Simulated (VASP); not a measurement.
# MgCd5Se6 (P4/mmm) in VASP: a series of runs

Runs on MgCd5Se6. Level: PBE. Tasks: single point, relaxation of cell and atoms.

Program: VASP 6.6.1. These are calculated values, not measurements. Logs are shortened: lines on timing, memory, paths and dates and some standing lists are left out, and cuts for length are marked.

### Step 1. The cell of the first run

The structure is tetragonal, space group P4/mmm (No. 123). Conventional cell: a = 4.040 Å, b = 4.040 Å, c = 17.110 Å, α = 90.00°, β = 90.00°, γ = 90.00°. Mg (site symmetry 4/mmm) has 6 Se at 2.78 to 2.86 Å within 3.7 Å. Cd (site symmetry 4mm) has 6 Se at 2.82 to 2.86 Å within 3.7 Å. Within 3.8 Å of Cd (site symmetry 4mm) lie 6 Se at 2.86 to 2.89 Å. Cd (site symmetry 4/mmm) has 6 Se at 2.86 to 2.87 Å within 3.8 Å. Within 3.7 Å of Se (site symmetry 4/mmm) lie 2 Cd at 2.82 Å and 4 Mg at 2.86 Å. Within 3.7 Å of Se (site symmetry 4mm) lie 1 Mg at 2.78 Å and 5 Cd at 2.86 to 2.89 Å. Se (site symmetry 4mm) has 6 Cd at 2.86 to 2.87 Å within 3.8 Å. Se (site symmetry 4/mmm) has 6 Cd at 2.86 to 2.88 Å within 3.8 Å.

### Step 2. Single point, PBE

The input, INCAR:

```
SYSTEM = MgCd5Se6
PREC = Accurate ; ENCUT = 520
EDIFF = 1E-6 ; ISMEAR = 0
SIGMA = 0.1 ; LREAL = .FALSE.
LASPH = .TRUE. ; NELM = 80
ALGO = Normal ; ISIF = 2
LWAVE = .FALSE. ; LCHARG = .FALSE.
GGA = PE ; NBANDS = 61
```

The input, KPOINTS:

```
regular mesh
0
G
  4 4 1
  0 0 0
```

The input, POSCAR:

```
MgCd5Se6
1.0
    4.0400614901      0.0000000000      0.0000000000
    0.0000000000      4.0400614901      0.0000000000
    0.0000000000      0.0000000000     17.1100522337
Mg Cd Se
1 5 6
Direct
    0.5000000000      0.5000000000      0.0000000000
    0.0000000000      0.0000000000      0.8349732590
    0.0000000000      0.0000000000      0.1650267410
    0.5000000000      0.5000000000      0.3316718472
    0.0000000000      0.0000000000      0.5000000000
    0.5000000000      0.5000000000      0.6683281528
    0.0000000000      0.0000000000      0.0000000000
    0.5000000000      0.5000000000      0.1625713296
    0.0000000000      0.0000000000      0.3320560381
    0.5000000000      0.5000000000      0.5000000000
    0.0000000000      0.0000000000      0.6679439619
    0.5000000000      0.5000000000      0.8374286704
```

Potentials or basis: VASP PAW PBE potentials, release 64 (Mg, Cd, Se).

Launch:

```sh
$ cat potpaw_PBE.64/Mg/POTCAR potpaw_PBE.64/Cd/POTCAR potpaw_PBE.64/Se/POTCAR > POTCAR
$ mpirun -np 1 vasp_std > vasp.out
```

OUTCAR:

```text
SYSTEM = MgCd5Se6
   PREC = Accurate
   ENCUT = 520
   EDIFF = 1E-6
   ISMEAR = 0
   LREAL = .FALSE.
   LASPH = .TRUE.
   NELM = 80
   ISIF = 2
   GGA = PE

 ion  position               nearest neighbor table
   1  0.500  0.500  0.000-   8 2.78  12 2.78   7 2.86   7 2.86   7 2.86   7 2.86
   2  0.000  0.000  0.835-   7 2.82  12 2.86  12 2.86  12 2.86  12 2.86  11 2.86
   3  0.000  0.000  0.165-   7 2.82   8 2.86   8 2.86   8 2.86   8 2.86   9 2.86
   4  0.500  0.500  0.332-   9 2.86   9 2.86   9 2.86   9 2.86  10 2.88   8 2.89
   5  0.000  0.000  0.500-  10 2.86  10 2.86  10 2.86  10 2.86  11 2.87   9 2.87
   6  0.500  0.500  0.668-  11 2.86  11 2.86  11 2.86  11 2.86  10 2.88  12 2.89
   7  0.000  0.000  0.000-   2 2.82   3 2.82   1 2.86   1 2.86   1 2.86   1 2.86
   8  0.500  0.500  0.163-   1 2.78   3 2.86   3 2.86   3 2.86   3 2.86   4 2.89
   9  0.000  0.000  0.332-   4 2.86   4 2.86   4 2.86   4 2.86   3 2.86   5 2.87
  10  0.500  0.500  0.500-   5 2.86   5 2.86   5 2.86   5 2.86   6 2.88   4 2.88
  11  0.000  0.000  0.668-   6 2.86   6 2.86   6 2.86   6 2.86   2 2.86   5 2.87
  12  0.500  0.500  0.837-   1 2.78   2 2.86   2 2.86   2 2.86   2 2.86   6 2.89

  LATTYP: Found a simple tetragonal cell.
 ALAT       =     4.0400614901
 C/A-ratio  =     4.2350969844

  Lattice vectors:

 A1 = (   4.0400614901,   0.0000000000,   0.0000000000)
 A2 = (   0.0000000000,   4.0400614901,   0.0000000000)
 A3 = (   0.0000000000,   0.0000000000,  17.1100522337)

Analysis of symmetry for initial positions (statically):
=====================================================================
 Subroutine PRICEL returns:
 Original cell was already a primitive cell.

 Routine SETGRP: Setting up the symmetry group for a
 simple tetragonal supercell.

 Subroutine GETGRP returns: Found 16 space group operations
 (whereof 16 operations were pure point group operations)
 out of a pool of 16 trial point group operations.

The static configuration has the point symmetry D_4h.

Analysis of symmetry for dynamics (positions and initial velocities):
=====================================================================
 Subroutine PRICEL returns:
 Original cell was already a primitive cell.

 Routine SETGRP: Setting up the symmetry group for a
 simple tetragonal supercell.

 Subroutine GETGRP returns: Found 16 space group operations
 (whereof 16 operations were pure point group operations)
 out of a pool of 16 trial point group operations.

The dynamic configuration has the point symmetry D_4h.

 Subroutine INISYM returns: Found 16 space group operations
 (whereof 16 operations are pure point group operations),
 and found     1 'primitive' translations

----------------------------------------------------------------------------------------

                                     Primitive cell

  volume of cell :     279.2719

  direct lattice vectors                    reciprocal lattice vectors
     4.040061490  0.000000000  0.000000000     0.247520985  0.000000000  0.000000000
     0.000000000  4.040061490  0.000000000     0.000000000  0.247520985  0.000000000
     0.000000000  0.000000000 17.110052234     0.000000000  0.000000000  0.058445175

  length of vectors
     4.040061490  4.040061490 17.110052234     0.247520985  0.247520985  0.058445175

  position of ions in fractional coordinates (direct lattice)
     0.500000000  0.500000000  0.000000000
     0.000000000  0.000000000  0.834973259
     0.000000000  0.000000000  0.165026741
     0.500000000  0.500000000  0.331671847
     0.000000000  0.000000000  0.500000000
     0.500000000  0.500000000  0.668328153
     0.000000000  0.000000000  0.000000000
     0.500000000  0.500000000  0.162571330
     0.000000000  0.000000000  0.332056038
     0.500000000  0.500000000  0.500000000
     0.000000000  0.000000000  0.667943962
     0.500000000  0.500000000  0.837428670

  ion indices of the primitive-cell ions
   primitive index   ion index
                 1           1
                 2           2
                 3           3
                 4           4
                 5           5
                 6           6
                 7           7
                 8           8
                 9           9
                10          10
                11          11
                12          12

----------------------------------------------------------------------------------------

 KPOINTS: regular mesh

Automatic generation of k-mesh.
 Grid dimensions read from file:
 generate k-points for:    4    4    1

 Generating k-lattice:

  Cartesian coordinates                     Fractional coordinates (reciprocal lattice)
     0.061880246  0.000000000  0.000000000     0.250000000  0.000000000  0.000000000
     0.000000000  0.061880246  0.000000000     0.000000000  0.250000000  0.000000000
     0.000000000  0.000000000  0.058445175     0.000000000  0.000000000  1.000000000

  Length of vectors
     0.061880246  0.061880246  0.058445175

  Shift w.r.t. Gamma in fractional coordinates (k-lattice)
     0.000000000  0.000000000  0.000000000

 Subroutine IBZKPT returns following result:
 ===========================================

 Found      6 irreducible k-points:

 Following reciprocal coordinates:
            Coordinates               Weight
  0.000000  0.000000  0.000000      1.000000
  0.250000  0.000000  0.000000      4.000000
  0.500000  0.000000  0.000000      2.000000
  0.250000  0.250000  0.000000      4.000000
  0.500000  0.250000  0.000000      4.000000
  0.500000  0.500000  0.000000      1.000000
   k-points           NKPTS =      6   k-points in BZ     NKDIM =      6   number of bands    NBANDS=     61
   number of dos      NEDOS =    301   number of ions     NIONS =     12
   total plane-waves  NPLWV = 115200
   dimension x,y,z NGX =    30 NGY =   30 NGZ =  128
   dimension x,y,z NGXF=    60 NGYF=   60 NGZF=  256
   ions per type =               1   5   6
   NGX,Y,Z   is equivalent  to a cutoff of  12.34, 12.34, 12.44 a.u.
   NGXF,Y,Z  is equivalent  to a cutoff of  24.69, 24.69, 24.87 a.u.
 SYSTEM =  MgCd5Se6
   PREC   = accura    normal or accurate (medium, high low for compatibility)
   ISTART =      0    job   : 0-new  1-cont  2-samecut
   ICHARG =      2    charge: 1-file 2-atom 10-const
   ISPIN  =      1    spin polarized calculation?
   LNONCOLLINEAR =      F non collinear calculations
   LSORBIT =      F    spin-orbit coupling
   LASPH  =      T    aspherical Exc in radial PAW
   ENCUT  =  520.0 eV  38.22 Ry    6.18 a.u.   7.51  7.51 31.81*2*pi/ulx,y,z
   NELM   =     80;   NELMIN=  2; NELMDL= -5     # of ELM steps
   EDIFF  = 0.1E-05   stopping-criterion for ELM
   LREAL  =      F    real-space projection
   EDIFFG = 0.1E-04   stopping-criterion for IOM
   NSW    =      0    number of steps for IOM
   IBRION =     -1    ionic relax: 0-MD 1-quasi-New 2-CG
   NFREE  =      0    steps in history (QN), initial steepest desc. (CG)
   ISIF   =      2    stress and relaxation
   ISYM   =      2    0-nonsym 1-usesym 2-fastsym
   POTIM  = 0.5000    time-step for ionic-motion
   TEBEG  =    0.0;   TEEND  =   0.0 temperature during run
   PSTRESS=    0.0 pullay stress
   NELECT =      98.0000    total number of electrons
   NUPDOWN=      -1.0000    fix difference up-down
   EMIN   =  10.00;   EMAX   =-10.00  energy-range for DOS
   EFERMI =   0.00;   METHOD = LEGACY
   ISMEAR =     0;   SIGMA  =   0.10  broadening in eV -4-tet -1-fermi 0-gaus
   EFERMI_NEDOS =   21; number of points for ismear=-14 and -15
   IALGO  =     38    algorithm
   IMIX   =      4    mixing-type and parameters
     AMIX     =   0.40;   BMIX     =  1.00
     AMIX_MAG =   1.60;   BMIX_MAG =  1.00
  volume/ion in A,a.u.               =      23.27       157.05
  Fermi-wavevector in a.u.,A,eV,Ry     =   1.154714  2.182093 18.141524  1.333364
  Thomas-Fermi vector in A             =   2.291348
   LORBIT       =      0    0 simple, 1 ext, 2 COOP (PROOUT), +10 PAW based schemes
   GGA     = PE    functional components
   LHFCALC =     F    Hartree Fock is set to
   AEXX    =    0.0000 exact exchange contribution
   IVDW    =     0    specifies the selected vdW correction
   LEPSILON=     F    determine dielectric tensor
   LRPA    =     F    only Hartree local field effects (RPA)
 non-spin polarized calculation
 Gauss-broadening in eV      SIGMA  =   0.10
  energy-cutoff  :      520.00
  volume of cell :      279.27
 maximum number of plane-waves:      7547
   NGX = 15   NGY = 15   NGZ = 63

 number of electron      97.9999965 magnetization

 Free energy of the ion-electron system (eV)
  ---------------------------------------------------
  ext. energy  EPLUGINS =         0.00000000
  ---------------------------------------------------
  free energy    TOTEN  =       -33.25319395 eV

  energy without entropy =      -33.22304583  energy(sigma->0) =      -33.23811989

 E-fermi :   2.3609     XC(G=0):  -9.9000

 val. band max:        2.3484209467   @ k =   0.5000   0.0000   0.0000
 cond. band min:       2.3740332499   @ k =   0.5000   0.5000   0.0000
 fundamental gap:      0.0256123032
 Fermi energy:         2.3608672412

 k-point     1 :       0.0000    0.0000    0.0000
  band No.  band energies     occupation
      1     -10.5206      2.00000
      2     -10.2991      2.00000
      3     -10.2278      2.00000
      4      -9.8978      2.00000
      5      -9.8396      2.00000
      6      -9.5077      2.00000
[... 53 lines left out ...]
     60       8.5491      0.00000
     61       9.2961      0.00000

 k-point     2 :       0.2500    0.0000    0.0000
  band No.  band energies     occupation
      1     -10.2364      2.00000
      2     -10.0434      2.00000
      3      -9.9774      2.00000
      4      -9.7322      2.00000
      5      -9.7044      2.00000
      6      -9.4338      2.00000
[... 53 lines left out ...]
     60       8.6341      0.00000
     61       9.0031      0.00000

 k-point     3 :       0.5000    0.0000    0.0000
  band No.  band energies     occupation
      1      -9.7429      2.00000
      2      -9.7112      2.00000
      3      -9.6732      2.00000
      4      -9.6170      2.00000
      5      -9.6116      2.00000
      6      -9.4496      2.00000
[... 53 lines left out ...]
     60       7.5343      0.00000
     61       7.6110      0.00000

 k-point     4 :       0.2500    0.2500    0.0000
  band No.  band energies     occupation
      1     -10.0477      2.00000
      2      -9.8883      2.00000
      3      -9.8146      2.00000
      4      -9.6598      2.00000
      5      -9.6586      2.00000
      6      -9.3751      2.00000
[... 53 lines left out ...]
     60       8.3499      0.00000
     61       8.4940      0.00000

 k-point     5 :       0.5000    0.2500    0.0000
  band No.  band energies     occupation
      1      -9.7473      2.00000
      2      -9.7159      2.00000
      3      -9.6852      2.00000
      4      -9.6269      2.00000
      5      -9.6204      2.00000
      6      -9.3333      2.00000
[... 53 lines left out ...]
     60       8.4118      0.00000
     61       8.4172      0.00000

 k-point     6 :       0.5000    0.5000    0.0000
  band No.  band energies     occupation
      1      -9.7535      2.00000
      2      -9.7211      2.00000
      3      -9.6970      2.00000
      4      -9.6367      2.00000
      5      -9.6291      2.00000
      6      -9.2065      2.00000
[... 53 lines left out ...]
     60       8.8599      0.00000
     61       8.8599      0.00000

------------------------ aborting loop because EDIFF is reached ----------------------------------------

  FORCE on cell =-STRESS in cart. coord.  units (eV):
  Direction    XX          YY          ZZ          XY          YZ          ZX
  --------------------------------------------------------------------------------------
  -------------------------------------------------------------------------------------
  Total        0.4031868      0.4031868      0.3670084      0.0000000     -0.0000000      0.0000000
  in kB        2.3130745      2.3130745      2.1055195      0.0000000     -0.0000000      0.0000000
  external PRESSURE =       2.2438895 kB  Pullay stress =       0.0000000 kB

 VOLUME and BASIS-vectors are now :
 -----------------------------------------------------------------------------
  energy-cutoff  :      520.00
  volume of cell :      279.27
      direct lattice vectors                 reciprocal lattice vectors
     4.040061490  0.000000000  0.000000000     0.247520985  0.000000000  0.000000000
     0.000000000  4.040061490  0.000000000     0.000000000  0.247520985  0.000000000
     0.000000000  0.000000000 17.110052234     0.000000000  0.000000000  0.058445175

 POSITION                                       TOTAL-FORCE (eV/Angst)
 -----------------------------------------------------------------------------------
      2.02003      2.02003      0.00000        -0.000000      0.000000      0.000000
      0.00000      0.00000     14.28644        -0.000000      0.000000      0.008645
      0.00000      0.00000      2.82362        -0.000000      0.000000     -0.008645
      2.02003      2.02003      5.67492         0.000000      0.000000      0.010026
      0.00000      0.00000      8.55503        -0.000000      0.000000      0.000000
      2.02003      2.02003     11.43513         0.000000     -0.000000     -0.010026
      0.00000      0.00000      0.00000        -0.000000      0.000000      0.000000
      2.02003      2.02003      2.78160         0.000000     -0.000000     -0.036015
      0.00000      0.00000      5.68150        -0.000000      0.000000     -0.010056
      2.02003      2.02003      8.55503        -0.000000      0.000000      0.000000
      0.00000      0.00000     11.42856        -0.000000      0.000000      0.010056
      2.02003      2.02003     14.32845        -0.000000     -0.000000      0.036015
 -----------------------------------------------------------------------------------
    total drift:                                0.000000      0.000000      0.000000

  FREE ENERGIE OF THE ION-ELECTRON SYSTEM (eV)
  ---------------------------------------------------
  free  energy   TOTEN  =       -33.2531939479 eV

  energy  without entropy=      -33.2230458275  energy(sigma->0) =      -33.23811989
```

It took 88 s on 1 thread of Intel Xeon 6975P-C (Granite Rapids), shared host; peak memory 0.38 GiB.

Results:

```
Free energy            : -33.2532 eV
Pressure               : 0.2 GPa
Largest force          : 0.036 eV/Å
Band gap on the k mesh : zero (bands 49 and 50 overlap by 0.32 eV)
```

Forces on the atoms (eV/Å):
```
Mg   0.000  0.000  0.000
Cd   0.000  0.000  0.009
Cd   0.000  0.000 -0.009
Cd   0.000  0.000  0.010
Cd   0.000  0.000  0.000
Cd   0.000  0.000 -0.010
Se   0.000  0.000  0.000
Se   0.000  0.000 -0.036
Se   0.000  0.000 -0.010
Se   0.000  0.000  0.000
Se   0.000  0.000  0.010
Se   0.000  0.000  0.036
```

Caveat: the k points lie up to 0.39 Å⁻¹ apart; semilocal functionals underestimate gaps, so a narrow gap can read as zero.

### Step 3. Relaxation of cell and atoms, PBE

This run uses another cell than the first one, of 25.54 Å³/atom.

The input, INCAR:

```
PREC = Accurate ; ENCUT = 600
EDIFF = 1E-7 ; ISMEAR = 0
SIGMA = 0.1 ; LREAL = F
LASPH = T ; NELM = 60
ALGO = Normal ; ISIF = 3
LWAVE = F ; LCHARG = F
GGA = PE ; IBRION = 2
NSW = 90 ; EDIFFG = -0.04
```

The input, KPOINTS:

```
Automatic mesh
0
Gamma
  4 4 1
```

The input, POSCAR:

```
MgCd5Se6
1.0
    4.1649741300      0.0000000000      0.0000000000
    0.0000000000      4.1649741300      0.0000000000
    0.0000000000      0.0000000000     17.6704887000
Mg Cd Se
1 5 6
Direct
    0.5000000000      0.5000000000      0.0000000000
    0.0000000000      0.0000000000      0.8333333300
    0.0000000000      0.0000000000      0.1666666700
    0.5000000000      0.5000000000      0.3333333300
    0.0000000000      0.0000000000      0.5000000000
    0.5000000000      0.5000000000      0.6666666700
    0.0000000000      0.0000000000      0.0000000000
    0.5000000000      0.5000000000      0.1666666700
    0.0000000000      0.0000000000      0.3333333300
    0.5000000000      0.5000000000      0.5000000000
    0.0000000000      0.0000000000      0.6666666700
    0.5000000000      0.5000000000      0.8333333300
```

Potentials or basis: VASP PAW PBE potentials, release 64 (Mg, Cd, Se).

Launch:

```sh
$ cat potpaw_PBE.64/Mg/POTCAR potpaw_PBE.64/Cd/POTCAR potpaw_PBE.64/Se/POTCAR > POTCAR
$ mpirun -np 1 vasp_std > vasp.out
```

It took 13 min on 1 thread of Intel Xeon 6975P-C (Granite Rapids), shared host; peak memory 0.55 GiB.

It converged, with:

```
Free energy                           : -33.2588 eV
Relaxed volume                        : 23.27 Å³/atom
Relaxed cell                          : a = 4.038 Å, b = 4.038 Å, c = 17.130 Å, α = 90.00°, β = 90.00°, γ = 90.00°
Space group after relaxing (to 0.1 Å) : P4/mmm (No. 123)
Energy gained by relaxing             : 34.1 meV/atom
Ionic steps                           : 10
Pressure after relaxing               : 0.2 GPa
Largest force after relaxing          : 0.034 eV/Å
Band gap on the k mesh                : zero (bands 49 and 50 overlap by 0.32 eV)
```

Forces on the atoms (eV/Å):
```
Mg   0.000  0.000  0.000
Cd   0.000  0.000  0.029
Cd   0.000  0.000 -0.029
Cd   0.000  0.000 -0.032
Cd   0.000  0.000  0.000
Cd   0.000  0.000  0.032
Se   0.000  0.000  0.000
Se   0.000  0.000  0.006
Se   0.000  0.000 -0.034
Se   0.000  0.000  0.000
Se   0.000  0.000  0.034
Se   0.000  0.000 -0.006
```

Stress tensor (GPa, compression positive):
```
0.20 0.00 0.00
0.00 0.20 0.00
0.00 0.00 0.11
```

Step by step:
```csv
step,energy change (eV),largest force (eV/Å),pressure (GPa),volume (Å³)
1,0.0000,0.1789,-4.32,306.53
2,-0.3856,0.2346,0.72,276.99
3,-0.3923,0.2281,0.03,280.07
4,-0.3921,0.2270,-0.08,280.58
5,-0.3968,0.1864,-0.07,280.54
6,-0.4054,0.0640,-0.06,280.40
7,-0.3973,0.1859,0.03,280.14
8,-0.4065,0.0609,-0.04,280.34
9,-0.4086,0.0471,0.06,279.83
10,-0.4095,0.0343,0.17,279.29
```

Final structure:
```xyz
12
Lattice="4.0378 0.0000 0.0000 0.0000 4.0378 0.0000 0.0000 0.0000 17.1302" Properties=species:S:1:pos:R:3 pbc="T T T"
Mg    2.0189    2.0189    0.0000
Cd    0.0000    4.0378   14.2972
Cd    0.0000    0.0000    2.8330
Cd    2.0189    2.0189    5.6969
Cd    0.0000    0.0000    8.5651
Cd    2.0189    2.0189   11.4333
Se    0.0000    0.0000    0.0000
Se    2.0189    2.0189    2.7794
Se    0.0000    0.0000    5.6959
Se    2.0189    2.0189    8.5651
Se    0.0000    4.0378   11.4344
Se    2.0189    2.0189   14.3508
```

Levels at points of the mesh, in eV from the Fermi level:
```
           k point  band 45  band 46  band 47  band 48  band 49  band 50  band 51  band 52  band 53  band 54
(0.00, 0.00, 0.00)    -0.84    -0.84    -0.51    -0.45    -0.45    -0.23     0.38     1.06     1.53     2.77
(0.50, 0.00, 0.00)    -0.11    -0.10    -0.04    -0.03    -0.01     3.48     3.49     3.60     3.69     3.86
(0.50, 0.50, 0.00)    -2.52    -1.98    -1.97    -1.94    -1.94    -0.34     0.00     1.83     1.94     2.07
```

Caveat: the k points lie up to 0.39 Å⁻¹ apart in the final cell; semilocal functionals underestimate gaps, so a narrow gap can read as zero.
